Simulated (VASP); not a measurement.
A run of VASP 6.6.1 is set up as follows.

The input INCAR:

```
SYSTEM = SiC
ALGO = Normal
EDIFF = 1E-7
ENCUT = 520
GGA = PE
ISIF = 2
ISMEAR = -1
LASPH = .True.
LCHARG = .False.
LREAL = .False.
LWAVE = .False.
NBANDS = 11
NELM = 60
PREC = Accurate
SIGMA = 0.02
```

Contents of KPOINTS:

```
k-points
0
Gamma
  10 10 10
  0 0 0
```

Contents of POSCAR:

```
SiC
1.0
   -0.1007967016      2.2075031792      2.2075031792
    2.2075031792     -0.1007967016      2.2075031792
    2.2075031792      2.2075031792     -0.1007967016
Si C
1 1
Direct
   -0.0013882869     -0.0013882869     -0.0013882869
    0.2513882869      0.2513882869      0.2513882869
```

Potentials or basis: VASP PAW PBE potentials, release 64 (Si, C).

Run with:

```bash
$ cat potpaw_PBE.64/Si/POTCAR potpaw_PBE.64/C/POTCAR > POTCAR
$ mpirun -np 1 vasp_std > vasp.out
```

(1) What does it give for the band gap on the k mesh?

(2) What does it give for the largest force?

(3) Estimate the pressure.

Answers

(1) 1.09 eV, indirect (least direct gap 3.96 eV).

(2) 0.073 eV/Å.

(3) -15.3 GPa.

Caveat: the cell differs from its parent crystal (epitaxial 111 strain +6.0%).
